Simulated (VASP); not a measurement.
A run of VASP 6.6.1 is set up as follows.

File POSCAR:

```
KF
1.0
    2.6587951428      2.6587951428      0.0000000000
   -2.6587951428      2.6587951428      0.0000000000
    0.0000000000      2.6587951428      2.6587951428
K F
1 1
Direct
    0.0000000000      0.0000000000      0.0000000000
    0.5000000000      0.5000000000      0.0000000000
```

The input INCAR.step1:

```
ALGO = Normal ; EDIFF = 1E-4
ENCUT = 520 ; GGA = PE
ISMEAR = -1 ; LASPH = T
LCHARG = F ; LREAL = F
LWAVE = T ; NBANDS = 15
NELM = 100 ; PREC = Accurate
SIGMA = 0.08
```

Contents of INCAR.step2:

```
ALGO = Normal ; EDIFF = 1E-7
ENCUT = 520 ; ISIF = 2
ISMEAR = -1 ; ISTART = 1
LASPH = T ; LCHARG = F
LMIXTAU = T ; LREAL = F
LWAVE = F ; METAGGA = R2SCAN
NBANDS = 15 ; NELM = 100
PREC = Accurate ; SIGMA = 0.08
```

KPOINTS

```
k-points
0
Gamma
  12 12 12
```

Potentials or basis: VASP PAW PBE potentials, release 64 (K_sv, F).

Command:

```bash
$ cat potpaw_PBE.64/K_sv/POTCAR potpaw_PBE.64/F/POTCAR > POTCAR
$ cp INCAR.step1 INCAR
$ mpirun -np 1 vasp_std > vasp.out
$ cp INCAR.step2 INCAR
$ mpirun -np 1 vasp_std > vasp.out
```

Q: Estimate the pressure.

A: 0.0 GPa.

Q: Estimate the band gap on the k mesh.

A: 6.91 eV.

Caveat: the PAW data sets were made with another functional, which shifts forces and pressure a little. A k mesh can miss the band edges.
